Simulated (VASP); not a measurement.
Set up this calculation in VASP 6.6.1, as the native input.

```yaml
Task: single point
Functional: r2SCAN
Potentials_or_basis: VASP PAW PBE potentials, release 64 (Ru_pv, Si, Li_sv)
Cutoff: 520 eV
k_mesh: 9 × 9 × 6
Occupations: gaussian, width 0.1984 eV
Spin: no spin polarisation
Dipole_correction: no
Further_INCAR_settings: ALGO = Normal; EDIFF = 1e-07; NBANDS = 30
```

Crystal: LiSiRu.

```
Ru Si Li
1.0
     3.73281    0.00000    0.00000
     0.00000    3.73281    0.00000
     0.00000    0.00000    5.89128
Ru Si Li
2 2 2
Direct
  0.75000 0.25000 0.00000
  0.25000 0.75000 0.00000
  0.25000 0.25000 0.17500
  0.75000 0.75000 0.82500
  0.25000 0.25000 0.67900
  0.75000 0.75000 0.32100
```

One way to write it, as run:

POSCAR

```
LiSiRu
1.0
    3.7328100000      0.0000000000      0.0000000000
    0.0000000000      3.7328100000      0.0000000000
    0.0000000000      0.0000000000      5.8912750000
Ru Si Li
2 2 2
Direct
    0.7500000000      0.2500000000      0.0000000000
    0.2500000000      0.7500000000      0.0000000000
    0.2500000000      0.2500000000      0.1750000000
    0.7500000000      0.7500000000      0.8250000000
    0.2500000000      0.2500000000      0.6790000000
    0.7500000000      0.7500000000      0.3210000000
```

INCAR.step1

```
SYSTEM = LiSiRu
PREC = Accurate
ENCUT = 520
ISMEAR = 0
SIGMA = 0.1984
LREAL = .False.
LASPH = .True.
NELM = 60
NBANDS = 30
GGA = PE
ALGO = Normal
EDIFF = 1E-4
LWAVE = .True.
LCHARG = .False.
```

INCAR.step2

```
SYSTEM = LiSiRu
PREC = Accurate
ENCUT = 520
EDIFF = 1E-7
ISMEAR = 0
SIGMA = 0.1984
LREAL = .False.
LASPH = .True.
NELM = 60
ALGO = Normal
ISIF = 2
LWAVE = .False.
LCHARG = .True.
METAGGA = R2SCAN
LMIXTAU = .True.
LELF = .True.
LVHAR = .True.
NBANDS = 30
ISTART = 1
```

KPOINTS

```
regular mesh
0
Gamma
  9 9 6
  0 0 0
```

Potentials or basis: VASP PAW PBE potentials, release 64 (Ru_pv, Si, Li_sv).

The run is started by

```console
$ cat potpaw_PBE.64/Ru_pv/POTCAR potpaw_PBE.64/Si/POTCAR potpaw_PBE.64/Li_sv/POTCAR > POTCAR
$ cp INCAR.step1 INCAR
$ mpirun -np 1 vasp_std > vasp.out
$ cp INCAR.step2 INCAR
$ mpirun -np 1 vasp_std > vasp.out
```

It gave:

```
Largest force          : 5.538 eV/Å
Band gap on the k mesh : zero (bands 21 and 22 overlap by 2.06 eV)
```

Caveat: the PAW data sets were made with another functional, which shifts forces and pressure a little.

It took 8.2 min on 1 thread of AMD EPYC 7R13 Processor (Zen 3), with other jobs on the host, peak memory 0.25 GiB.
